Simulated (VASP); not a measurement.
# Al (P6_3/mmc) in VASP: a series of runs, part 2 of 2

VASP 6.6.1. The steps go on from the part before.

## 3. Single point, PBEsol

This run uses another cell than the first one, of the same volume but with other edges.

Contents of INCAR:

```
  PREC = Accurate
  ENCUT = 520
  EDIFF = 1E-6
  ISMEAR = 0
  SIGMA = 0.15
  LREAL = F
  LASPH = T
  NELM = 100
  ALGO = Normal
  ISIF = 2
  LWAVE = F
  LCHARG = T
  GGA = PS
  LELF = T
  LVHAR = T
  NBANDS = 10
```

Contents of KPOINTS:

```
regular mesh
0
Gamma
  18 18 10
```

Contents of POSCAR:

```
Al
1.0
    3.0492000000      0.0000000000      0.0000000000
   -1.5246000000      2.6406846612      0.0000000000
    0.0000000000      0.0000000000      4.3414000000
Al
2
Direct
    0.6666666667      0.3333333333      0.7500000000
    0.3333333333      0.6666666667      0.2500000000
```

Potentials or basis: VASP PAW PBE potentials, release 64 (Al).

Launch:

```
$ cat potpaw_PBE.64/Al/POTCAR > POTCAR
$ mpirun -np 1 vasp_std > vasp.out
```

It took 33 s on 1 thread of Intel Xeon 6975P-C, shared host; peak memory 0.19 GiB.

It converged, with:

```
Free energy            : -8.0108 eV
Pressure               : -3.1 GPa
Band gap on the k mesh : zero (band 3 reaches 13.44 eV, above the bottom of band 4 at 4.05 eV)
```

Stress tensor (GPa, compression positive):
```
-5.45  0.00  0.00
 0.00 -5.45  0.00
 0.00  0.00  1.50
```

Levels at points of the mesh, in eV from the Fermi level:
```
           k point  band 1  band 2  band 3  band 4  band 5  band 6
(0.00, 0.00, 0.00)  -10.72   -3.51   -2.57    8.01    8.01    9.02
(0.50, 0.00, 0.00)   -5.76   -5.26    0.85    1.95    2.40    2.62
(0.00, 0.00, 0.50)   -8.77   -8.77    6.02    6.02    9.63    9.63
(0.50, 0.00, 0.50)   -3.95   -3.95   -3.28   -3.28    5.54    5.54
```

Caveat: the PAW data sets were made with another functional, which shifts forces and pressure a little.

## 4. Single point, PBEsol

This run uses another cell than the first one, of 17.71 Å³/atom, 1.011 times its volume.

Contents of INCAR:

```
SYSTEM = Al
ALGO = Normal ; EDIFF = 1E-7
ENCUT = 520 ; GGA = PS
ISIF = 2 ; ISMEAR = 0
LASPH = .True. ; LCHARG = .True.
LELF = .True. ; LREAL = .False.
LVHAR = .True. ; LWAVE = .False.
NBANDS = 10 ; NELM = 60
PREC = Accurate ; SIGMA = 0.15
```

Contents of KPOINTS:

```
k-points
0
Gamma
  18 18 10
  0 0 0
```

Contents of POSCAR:

```
Al
1.0
    2.9694000000      0.0000000000      0.0000000000
   -1.4847000000      2.5715758340      0.0000000000
    0.0000000000      0.0000000000      4.6382883863
Al
2
Direct
    0.6666666667      0.3333333333      0.7500000000
    0.3333333333      0.6666666667      0.2500000000
```

Potentials or basis: VASP PAW PBE potentials, release 64 (Al).

Launch:

```
$ cat potpaw_PBE.64/Al/POTCAR > POTCAR
$ mpirun -np 1 vasp_std > vasp.out
```

OUTCAR:

```text
SYSTEM = Al
   EDIFF = 1E-7
   ENCUT = 520
   GGA = PS
   ISIF = 2
   ISMEAR = 0
   LASPH = .True.
   LREAL = .False.
   NELM = 60
   PREC = Accurate

 ion  position               nearest neighbor table
   1  0.667  0.333  0.750-   2 2.88   2 2.88   2 2.88   2 2.88   2 2.88   2 2.88
   2  0.333  0.667  0.250-   1 2.88   1 2.88   1 2.88   1 2.88   1 2.88   1 2.88

  LATTYP: Found a hexagonal cell.
 ALAT       =     2.9694000000
 C/A-ratio  =     1.5620288228

  Lattice vectors:

 A1 = (   2.9694000000,   0.0000000000,   0.0000000000)
 A2 = (  -1.4847000000,   2.5715758340,   0.0000000000)
 A3 = (   0.0000000000,   0.0000000000,   4.6382883863)

Analysis of symmetry for initial positions (statically):
=====================================================================
 Subroutine PRICEL returns:
 Original cell was already a primitive cell.

 Routine SETGRP: Setting up the symmetry group for a
 hexagonal supercell.

 Subroutine GETGRP returns: Found 24 space group operations
 (whereof 12 operations were pure point group operations)
 out of a pool of 24 trial point group operations.

The static configuration has the point symmetry D_3d.
[... 173 lines left out ...]
      1      -3.4215      2.00000
      2       3.1524      2.00000
      3       3.4805      2.00000
      4      16.5152      0.00000
      5      16.5152      0.00000
      6      17.2571      0.00000
      7      17.2571      0.00000
      8      19.2939      0.00000
      9      19.9130      0.00000
     10      21.7185      0.00000
[... 287 lines left out ...]
 k-point    24 :       0.3889    0.1111    0.0000
  band No.  band energies     occupation
      1       1.1241      2.00000
      2       3.5325      2.00000
      3       7.3721      0.13487
      4       7.9222      0.00000
      5       9.3295      0.00000
      6       9.8845      0.00000
      7      10.6140      0.00000
      8      15.7589      0.00000
      9      15.9430      0.00000
     10      16.5328      0.00000

 [... further k-points ...]

------------------------ aborting loop because EDIFF is reached ----------------------------------------

  FORCE on cell =-STRESS in cart. coord.  units (eV):
  Direction    XX          YY          ZZ          XY          YZ          ZX
  --------------------------------------------------------------------------------------
  -------------------------------------------------------------------------------------
  Total       -1.3276671     -1.3276671     -0.7755448      0.0000000      0.0000000      0.0000000
  in kB      -60.0584328    -60.0584328    -35.0825918      0.0000000      0.0000000      0.0000000
  external PRESSURE =     -51.7331525 kB  Pullay stress =       0.0000000 kB

 VOLUME and BASIS-vectors are now :
 -----------------------------------------------------------------------------
  energy-cutoff  :      520.00
  volume of cell :       35.42
      direct lattice vectors                 reciprocal lattice vectors
     2.969400000  0.000000000  0.000000000     0.336768371  0.194433309  0.000000000
    -1.484700000  2.571575834  0.000000000     0.000000000  0.388866619  0.000000000
     0.000000000  0.000000000  4.638288386     0.000000000  0.000000000  0.215596771

 POSITION                                       TOTAL-FORCE (eV/Angst)
 -----------------------------------------------------------------------------------
      1.48470      0.85719      3.47872         0.000000     -0.000000      0.000000
     -0.00000      1.71438      1.15957        -0.000000      0.000000      0.000000
 -----------------------------------------------------------------------------------
    total drift:                               -0.000000      0.000000     -0.000000

  FREE ENERGIE OF THE ION-ELECTRON SYSTEM (eV)
  ---------------------------------------------------
  free  energy   TOTEN  =        -8.0618932859 eV

  energy  without entropy=       -8.0509713634  energy(sigma->0) =       -8.05643232
```

Wall time 38 s (1 thread of Intel Xeon 6975P-C, shared host); peak memory 0.19 GiB.

What came out:

* Free energy: -8.0619 eV
* Pressure: -5.2 GPa
* Band gap on the k mesh: zero (band 3 reaches 11.87 eV, above the bottom of band 4 at 4.03 eV)

Caveat: the PAW data sets were made with another functional, which shifts forces and pressure a little.

## 5. Summary

```tsv
cell	gap on the mesh (eV)	pressure (GPa)
a = 2.929, b = 2.930, c = 4.713 Å, angles 90.0, 90.0, 120.0°, 2 atoms	none	-4.7
a = 3.049, b = 3.049, c = 4.341 Å, angles 90.0, 90.0, 120.0°, 2 atoms	none	-3.1
a = 2.969, b = 2.969, c = 4.638 Å, angles 90.0, 90.0, 120.0°, 2 atoms	none	-5.2
```

Alike in all rows: task single point; level PBEsol; potentials or basis VASP PAW PBE potentials, release 64 (Al); no spin polarisation; k mesh 18 × 18 × 10; cutoff (eV) 520; smearing gaussian 0.15 eV.

Caveats: the PAW data sets were made with another functional, which shifts forces and pressure a little.

Total energies depend on the potentials used, so only differences within one code and one set of settings carry meaning.
